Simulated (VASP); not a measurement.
# Ir (P6_3/mmc) in VASP: further runs

The runs below take Ir through single point, relaxation of cell and atoms, with PBEsol+D3(BJ), PBEsol, BLYP+D3(BJ).

Everything below comes from runs of VASP 6.6.1. Logs are shortened: lines on timing, memory, paths and dates and some standing lists are left out, and cuts for length are marked.

## 1. The cell of the first run

The structure is hexagonal, space group P6_3/mmc (No. 194). Conventional cell: a = 2.695 Å, b = 2.695 Å, c = 4.391 Å, α = 90.00°, β = 90.00°, γ = 120.00°. Within 3.5 Å of Ir (site symmetry -6m2) lie 12 Ir at 2.69 Å.

## 2. Single point, PBEsol+D3(BJ)

Input file INCAR:

```
SYSTEM = Ir
  PREC = Accurate
  ENCUT = 500
  EDIFF = 1E-6
  ISMEAR = -1
  SIGMA = 0.01
  LREAL = .FALSE.
  LASPH = .TRUE.
  NELM = 120
  ALGO = Normal
  ISIF = 2
  LWAVE = .FALSE.
  LCHARG = .FALSE.
  GGA = PS
  IVDW = 12
  NBANDS = 24
  GGA_COMPAT = .FALSE.
```

Input file KPOINTS:

```
Automatic mesh
0
G
  12 12 7
  0 0 0
```

Input file POSCAR:

```
Ir
1.0
    2.6947966238      0.0000000000      0.0000000000
   -1.3473983119      2.3337623343      0.0000000000
    0.0000000000      0.0000000000      4.3913109805
Ir
2
Direct
    0.6666666667      0.3333333333      0.7500000000
    0.3333333333      0.6666666667      0.2500000000
```

Potentials or basis: VASP PAW PBE potentials, release 64 (Ir_sv_GW).

Launch:

```sh
$ cat potpaw_PBE.64/Ir_sv_GW/POTCAR > POTCAR
$ mpirun -np 1 vasp_std > vasp.out
```

OUTCAR:

```text
SYSTEM = Ir
   PREC = Accurate
   ENCUT = 500
   EDIFF = 1E-6
   ISMEAR = -1
   LREAL = .FALSE.
   LASPH = .TRUE.
   NELM = 120
   ISIF = 2
   GGA = PS
   IVDW = 12
 IVDW          = 12

 ion  position               nearest neighbor table
   1  0.667  0.333  0.750-   2 2.69   2 2.69   2 2.69   2 2.69   2 2.69   2 2.69
   2  0.333  0.667  0.250-   1 2.69   1 2.69   1 2.69   1 2.69   1 2.69   1 2.69

  LATTYP: Found a hexagonal cell.
 ALAT       =     2.6947966238
 C/A-ratio  =     1.6295519082

  Lattice vectors:

 A1 = (   2.6947966238,   0.0000000000,   0.0000000000)
 A2 = (  -1.3473983119,   2.3337623343,   0.0000000000)
 A3 = (   0.0000000000,   0.0000000000,   4.3913109805)

Analysis of symmetry for initial positions (statically):
=====================================================================
 Subroutine PRICEL returns:
 Original cell was already a primitive cell.

 Routine SETGRP: Setting up the symmetry group for a
 hexagonal supercell.

 Subroutine GETGRP returns: Found 24 space group operations
 (whereof 12 operations were pure point group operations)
 out of a pool of 24 trial point group operations.

The static configuration has the point symmetry D_3d.
 The point group associated with its full space group is D_6h.

Analysis of symmetry for dynamics (positions and initial velocities):
=====================================================================
 Subroutine PRICEL returns:
 Original cell was already a primitive cell.

 Routine SETGRP: Setting up the symmetry group for a
 hexagonal supercell.

 Subroutine GETGRP returns: Found 24 space group operations
 (whereof 12 operations were pure point group operations)
 out of a pool of 24 trial point group operations.

The dynamic configuration has the point symmetry D_3d.
 The point group associated with its full space group is D_6h.

 Subroutine INISYM returns: Found 24 space group operations
 (whereof 12 operations are pure point group operations),
 and found     1 'primitive' translations

----------------------------------------------------------------------------------------

                                     Primitive cell

  volume of cell :      27.6170

  direct lattice vectors                    reciprocal lattice vectors
     2.694796624  0.000000000  0.000000000     0.371085518  0.214246323  0.000000000
    -1.347398312  2.333762334  0.000000000     0.000000000  0.428492647  0.000000000
     0.000000000  0.000000000  4.391310981     0.000000000  0.000000000  0.227722428

  length of vectors
     2.694796624  2.694796624  4.391310981     0.428492647  0.428492647  0.227722428

  position of ions in fractional coordinates (direct lattice)
     0.666666667  0.333333333  0.750000000
     0.333333333  0.666666667  0.250000000

  ion indices of the primitive-cell ions
   primitive index   ion index
                 1           1
                 2           2

----------------------------------------------------------------------------------------

 KPOINTS: Automatic mesh

Automatic generation of k-mesh.
 Grid dimensions read from file:
 generate k-points for:   12   12    7

 Generating k-lattice:

  Cartesian coordinates                     Fractional coordinates (reciprocal lattice)
     0.030923793  0.017853860  0.000000000     0.083333333  0.000000000  0.000000000
     0.000000000  0.035707721  0.000000000     0.000000000  0.083333333  0.000000000
     0.000000000  0.000000000  0.032531775     0.000000000  0.000000000  0.142857143

  Length of vectors
     0.035707721  0.035707721  0.032531775

  Shift w.r.t. Gamma in fractional coordinates (k-lattice)
     0.000000000  0.000000000  0.000000000

 Subroutine IBZKPT returns following result:
 ===========================================

 Found     76 irreducible k-points:

 Following reciprocal coordinates:
            Coordinates               Weight
  0.000000  0.000000  0.000000      1.000000
  0.083333  0.000000  0.000000      6.000000
  0.166667  0.000000  0.000000      6.000000
  0.250000  0.000000  0.000000      6.000000
  0.333333  0.000000  0.000000      6.000000
  0.416667  0.000000  0.000000      6.000000
[... 16 lines left out ...]
  0.250000  0.000000  0.142857     12.000000
  0.333333  0.000000  0.142857     12.000000
 [... further k-points ...]
   k-points           NKPTS =     76   k-points in BZ     NKDIM =     76   number of bands    NBANDS=     24
   number of dos      NEDOS =    301   number of ions     NIONS =      2
   total plane-waves  NPLWV =  12800
   dimension x,y,z NGX =    20 NGY =   20 NGZ =   32
   dimension x,y,z NGXF=    40 NGYF=   40 NGZF=   64
   ions per type =               2
   NGX,Y,Z   is equivalent  to a cutoff of  12.34, 12.34, 12.11 a.u.
   NGXF,Y,Z  is equivalent  to a cutoff of  24.68, 24.68, 24.23 a.u.
 SYSTEM =  Ir
   PREC   = accura    normal or accurate (medium, high low for compatibility)
   ISTART =      0    job   : 0-new  1-cont  2-samecut
   ICHARG =      2    charge: 1-file 2-atom 10-const
   ISPIN  =      1    spin polarized calculation?
   LNONCOLLINEAR =      F non collinear calculations
   LSORBIT =      F    spin-orbit coupling
   LASPH  =      T    aspherical Exc in radial PAW
   ENCUT  =  500.0 eV  36.75 Ry    6.06 a.u.   4.91  4.91  8.01*2*pi/ulx,y,z
   NELM   =    120;   NELMIN=  2; NELMDL= -5     # of ELM steps
   EDIFF  = 0.1E-05   stopping-criterion for ELM
   LREAL  =      F    real-space projection
   EDIFFG = 0.1E-04   stopping-criterion for IOM
   NSW    =      0    number of steps for IOM
   IBRION =     -1    ionic relax: 0-MD 1-quasi-New 2-CG
   NFREE  =      0    steps in history (QN), initial steepest desc. (CG)
   ISIF   =      2    stress and relaxation
   ISYM   =      2    0-nonsym 1-usesym 2-fastsym
   POTIM  = 0.5000    time-step for ionic-motion
   TEBEG  =    0.0;   TEEND  =   0.0 temperature during run
   PSTRESS=    0.0 pullay stress
   NELECT =      34.0000    total number of electrons
   NUPDOWN=      -1.0000    fix difference up-down
   EMIN   =  10.00;   EMAX   =-10.00  energy-range for DOS
   EFERMI =   0.00;   METHOD = LEGACY
   ISMEAR =    -1;   SIGMA  =   0.01  broadening in eV -4-tet -1-fermi 0-gaus
   EFERMI_NEDOS =   21; number of points for ismear=-14 and -15
   IALGO  =     38    algorithm
   IMIX   =      4    mixing-type and parameters
     AMIX     =   0.40;   BMIX     =  1.00
     AMIX_MAG =   1.60;   BMIX_MAG =  1.00
  volume/ion in A,a.u.               =      13.81        93.18
  Fermi-wavevector in a.u.,A,eV,Ry     =   1.754590  3.315693 41.886684  3.078584
  Thomas-Fermi vector in A             =   2.824501
   LORBIT       =      0    0 simple, 1 ext, 2 COOP (PROOUT), +10 PAW based schemes
   GGA     = PS    functional components
   LHFCALC =     F    Hartree Fock is set to
   AEXX    =    0.0000 exact exchange contribution
   IVDW    =    12    specifies the selected vdW correction
   LEPSILON=     F    determine dielectric tensor
   LRPA    =     F    only Hartree local field effects (RPA)
 non-spin polarized calculation
  energy-cutoff  :      500.00
  volume of cell :       27.62
 maximum number of plane-waves:       729
 NGX is ok and might be reduce to    20
   NGX =  9   NGY =  9   NGZ = 17

 number of electron      34.0000000 magnetization

 Free energy of the ion-electron system (eV)
  ---------------------------------------------------
  ext. energy  EPLUGINS =         0.00000000
  ---------------------------------------------------
  free energy    TOTEN  =       -20.63226655 eV

  energy without entropy =      -20.63158023  energy(sigma->0) =      -20.63192339

 E-fermi :  13.3823     XC(G=0): -14.8624

 val. band max:       13.3745095616   @ k =   0.2500   0.0833   0.4286
 cond. band min:      13.3960793764   @ k =   0.3333   0.0833   0.0000
 fundamental gap:      0.0215698149
 Fermi energy:        13.3822578860

 k-point     1 :       0.0000    0.0000    0.0000
  band No.  band energies     occupation
      1     -79.8408      2.00000
      2     -79.7673      2.00000
      3     -37.0934      2.00000
      4     -36.3443      2.00000
      5     -36.3443      2.00000
      6     -36.2294      2.00000
[... 16 lines left out ...]
     23      28.8759      0.00000
     24      30.0876      0.00000

 k-point     2 :       0.0833    0.0000    0.0000
  band No.  band energies     occupation
      1     -79.8364      2.00000
      2     -79.7651      2.00000
      3     -37.0745      2.00000
      4     -36.3876      2.00000
      5     -36.3583      2.00000
      6     -36.2673      2.00000
[... 16 lines left out ...]
     23      29.2480      0.00000
     24      30.5696      0.00000

 k-point     3 :       0.1667    0.0000    0.0000
  band No.  band energies     occupation
      1     -79.8245      2.00000
      2     -79.7597      2.00000
      3     -37.0214      2.00000
      4     -36.5082      2.00000
      5     -36.3959      2.00000
      6     -36.3909      2.00000
[... 16 lines left out ...]
     23      29.8492      0.00000
     24      31.0152      0.00000

 k-point     4 :       0.2500    0.0000    0.0000
  band No.  band energies     occupation
      1     -79.8072      2.00000
      2     -79.7523      2.00000
      3     -36.9405      2.00000
      4     -36.6714      2.00000
      5     -36.5541      2.00000
      6     -36.4450      2.00000
[... 16 lines left out ...]
     23      28.7294      0.00000
     24      29.4118      0.00000

 k-point     5 :       0.3333    0.0000    0.0000
  band No.  band energies     occupation
      1     -79.7890      2.00000
      2     -79.7465      2.00000
      3     -36.8464      2.00000
      4     -36.8360      2.00000
      5     -36.7120      2.00000
      6     -36.4929      2.00000
[... 451 lines left out ...]
 k-point    22 :       0.1667    0.0000    0.1429
  band No.  band energies     occupation
      1     -79.8213      2.00000
      2     -79.7627      2.00000
      3     -36.9899      2.00000
      4     -36.4975      2.00000
      5     -36.4193      2.00000
      6     -36.3884      2.00000
[... 16 lines left out ...]
     23      29.6980      0.00000
     24      30.5988      0.00000

 k-point    23 :       0.2500    0.0000    0.1429
  band No.  band energies     occupation
      1     -79.8047      2.00000
      2     -79.7552      2.00000
      3     -36.9294      2.00000
      4     -36.6502      2.00000
      5     -36.5778      2.00000
      6     -36.4368      2.00000
[... 16 lines left out ...]
     23      28.8860      0.00000
     24      29.7310      0.00000

 k-point    24 :       0.3333    0.0000    0.1429
  band No.  band energies     occupation
      1     -79.7869      2.00000
      2     -79.7487      2.00000
      3     -36.9112      2.00000
      4     -36.7643      2.00000
      5     -36.7150      2.00000
      6     -36.4842      2.00000
[... 16 lines left out ...]
     23      27.6941      0.00000
     24      27.7524      0.00000

 [... further k-points ...]

------------------------ aborting loop because EDIFF is reached ----------------------------------------

 Edisp (eV)   -1.46475

 E8    (eV) :    -1.0115

  FORCE on cell =-STRESS in cart. coord.  units (eV):
  Direction    XX          YY          ZZ          XY          YZ          ZX
  --------------------------------------------------------------------------------------
  -------------------------------------------------------------------------------------
  Total      -0.55675    -0.55675    -0.55714    -0.00000     0.00000     0.00000
  in kB     -32.29924   -32.29924   -32.32195    -0.00000     0.00000     0.00000
  external pressure =      -32.31 kB  Pullay stress =        0.00 kB

 VOLUME and BASIS-vectors are now :
 -----------------------------------------------------------------------------
  energy-cutoff  :      500.00
  volume of cell :       27.62
      direct lattice vectors                 reciprocal lattice vectors
     2.694796624  0.000000000  0.000000000     0.371085518  0.214246323  0.000000000
    -1.347398312  2.333762334  0.000000000     0.000000000  0.428492647  0.000000000
     0.000000000  0.000000000  4.391310981     0.000000000  0.000000000  0.227722428

 POSITION                                       TOTAL-FORCE (eV/Angst)
 -----------------------------------------------------------------------------------
      1.34740      0.77792      3.29348        -0.000000      0.000000      0.000000
     -0.00000      1.55584      1.09783         0.000000     -0.000000      0.000000
 -----------------------------------------------------------------------------------
    total drift:                                0.000000     -0.000000      0.000000

  FREE ENERGIE OF THE ION-ELECTRON SYSTEM (eV)
  ---------------------------------------------------
  free  energy   TOTEN  =       -22.0970160275 eV

  energy  without entropy=      -22.0963297014  energy(sigma->0) =      -22.09667286
```

Wall time 27 s (1 thread of Intel Xeon 6975P-C (Granite Rapids), shared host); peak memory 0.17 GiB.

Results:

| Quantity | Value |
| --- | --- |
| Free energy | -22.0970 eV |
| Pressure | -3.2 GPa |
| Band gap on the k mesh | zero (band 17 reaches 14.36 eV, above the bottom of band 18 at 10.87 eV) |
| Dispersion energy per atom | -0.732 eV |

Caveat: the PAW data sets were made with another functional, which shifts forces and pressure a little; spin-orbit coupling is left out, which moves the levels of the heavy elements; pairwise dispersion overbinds metals, which lowers pressure and volume.

## 3. Single point, PBEsol

This run uses another cell than the first one, of 14.10 Å³/atom, 1.021 times its volume.

Input file INCAR:

```
  PREC = Accurate
  ENCUT = 500
  EDIFF = 1E-6
  ISMEAR = -1
  SIGMA = 0.01
  LREAL = F
  LASPH = T
  NELM = 120
  ALGO = Normal
  ISIF = 2
  LWAVE = F
  LCHARG = T
  GGA = PS
  LELF = T
  LVHAR = T
  NBANDS = 24
  GGA_COMPAT = F
```

Input file KPOINTS:

```
regular mesh
0
Gamma
  12 12 7
```

Input file POSCAR:

```
Ir
1.0
    2.7141769674      0.0000000000      0.0000000000
   -1.3570884837      2.3505462042      0.0000000000
    0.0000000000      0.0000000000      4.4213585228
Ir
2
Direct
    0.6666666667      0.3333333333      0.7500000000
    0.3333333333      0.6666666667      0.2500000000
```

Potentials or basis: VASP PAW PBE potentials, release 64 (Ir_sv_GW).

Launch:

```sh
$ cat potpaw_PBE.64/Ir_sv_GW/POTCAR > POTCAR
$ mpirun -np 1 vasp_std > vasp.out
```

OUTCAR:

```text
PREC = Accurate
   ENCUT = 500
   EDIFF = 1E-6
   ISMEAR = -1
   LREAL = F
   LASPH = T
   NELM = 120
   ISIF = 2
   GGA = PS

 ion  position               nearest neighbor table
   1  0.667  0.333  0.750-   2 2.71   2 2.71   2 2.71   2 2.71   2 2.71   2 2.71
   2  0.333  0.667  0.250-   1 2.71   1 2.71   1 2.71   1 2.71   1 2.71   1 2.71

  LATTYP: Found a hexagonal cell.
 ALAT       =     2.7141769674
 C/A-ratio  =     1.6289868258

  Lattice vectors:

[... 836 lines left out ...]

------------------------ aborting loop because EDIFF is reached ----------------------------------------

  FORCE on cell =-STRESS in cart. coord.  units (eV):
  Direction    XX          YY          ZZ          XY          YZ          ZX
  --------------------------------------------------------------------------------------
  -------------------------------------------------------------------------------------
  Total       -0.5587788     -0.5587788     -0.5610363      0.0000000      0.0000000      0.0000000
  in kB      -31.7386048    -31.7386048    -31.8668293      0.0000000      0.0000000      0.0000000
  external PRESSURE =     -31.7813463 kB  Pullay stress =       0.0000000 kB

 VOLUME and BASIS-vectors are now :
 -----------------------------------------------------------------------------
  energy-cutoff  :      500.00
  volume of cell :       28.21
      direct lattice vectors                 reciprocal lattice vectors
     2.714176967  0.000000000  0.000000000     0.368435814  0.212716516  0.000000000
    -1.357088484  2.350546204  0.000000000     0.000000000  0.425433033  0.000000000
     0.000000000  0.000000000  4.421358523     0.000000000  0.000000000  0.226174827

 POSITION                                       TOTAL-FORCE (eV/Angst)
 -----------------------------------------------------------------------------------
      1.35709      0.78352      3.31602        -0.000000      0.000000      0.000000
     -0.00000      1.56703      1.10534         0.000000     -0.000000      0.000000
 -----------------------------------------------------------------------------------
    total drift:                               -0.000000      0.000000     -0.000000

  FREE ENERGIE OF THE ION-ELECTRON SYSTEM (eV)
  ---------------------------------------------------
  free  energy   TOTEN  =       -20.6472276795 eV

  energy  without entropy=      -20.6465057481  energy(sigma->0) =      -20.64686671
```

OSZICAR:

```text
N       E                     dE             d eps       ncg     rms          rms(c)
DAV:   1     0.331030238433E+03    0.33103E+03   -0.25085E+04  3936   0.150E+03
DAV:   2    -0.143295063178E+02   -0.34536E+03   -0.33445E+03  4392   0.499E+02
DAV:   3    -0.230784901798E+02   -0.87490E+01   -0.86996E+01  4296   0.778E+01
DAV:   4    -0.231081445962E+02   -0.29654E-01   -0.29649E-01  4136   0.489E+00
DAV:   5    -0.231082462910E+02   -0.10169E-03   -0.10168E-03  4368   0.254E-01    0.107E+02
DAV:   6    -0.208790387164E+02    0.22292E+01   -0.38300E+00  3992   0.151E+01    0.564E+01
DAV:   7    -0.206948524295E+02    0.18419E+00   -0.12829E+00  4440   0.805E+00    0.103E+01
DAV:   8    -0.206483142409E+02    0.46538E-01   -0.16820E-01  3904   0.377E+00    0.840E-01
DAV:   9    -0.206476076366E+02    0.70660E-03   -0.36526E-03  4448   0.437E-01    0.898E-01
DAV:  10    -0.206472276479E+02    0.37999E-03   -0.62944E-04  4048   0.294E-01    0.561E-01
DAV:  11    -0.206472276795E+02   -0.31605E-07   -0.87250E-06  4432   0.296E-02
   1 F= -.20647228E+02 E0= -.20646867E+02  d E =-.721931E-03
```

stdout:

```text
POSCAR found type information on POSCAR Ir
 POSCAR found :  1 types and       2 ions
 scaLAPACK will be used
 -----------------------------------------------------------------------------
|                                                                             |
|                                                                             |
|     You enforced a specific xc type in the INCAR file but a different       |
|     I HOPE YOU KNOW WHAT YOU ARE DOING!                                     |
|                                                                             |
 -----------------------------------------------------------------------------

 LDA part: xc-table for (Slater+PW92), standard interpolation
 POSCAR, INCAR and KPOINTS ok, starting setup
 FFT: planning ... GRIDC
 FFT: planning ... GRID_SOFT
 FFT: planning ... GRID
 WAVECAR not read
 entering main loop
```

It took 66 s on 1 thread of AMD EPYC 7R43 (Zen 3), shared host; peak memory 0.13 GiB.

Results:

- Free energy: -20.6472 eV
- Pressure: -3.2 GPa
- Band gap on the k mesh: zero (band 17 reaches 13.90 eV, above the bottom of band 18 at 10.53 eV)

Levels at points of the mesh, in eV from the Fermi level:
| k point | band 15 | band 16 | band 17 | band 18 | band 19 | band 20 |
| --- | --- | --- | --- | --- | --- | --- |
| (0.00, 0.00, 0.00) | -3.27 | -2.41 | -2.41 | -0.96 | 0.24 | 0.24 |
| (0.50, 0.00, 0.00) | -3.09 | 0.72 | 0.94 | 1.13 | 2.95 | 4.41 |

Caveat: the PAW data sets were made with another functional, which shifts forces and pressure a little; spin-orbit coupling is left out, which moves the levels of the heavy elements.

[end of part 1 of 2]
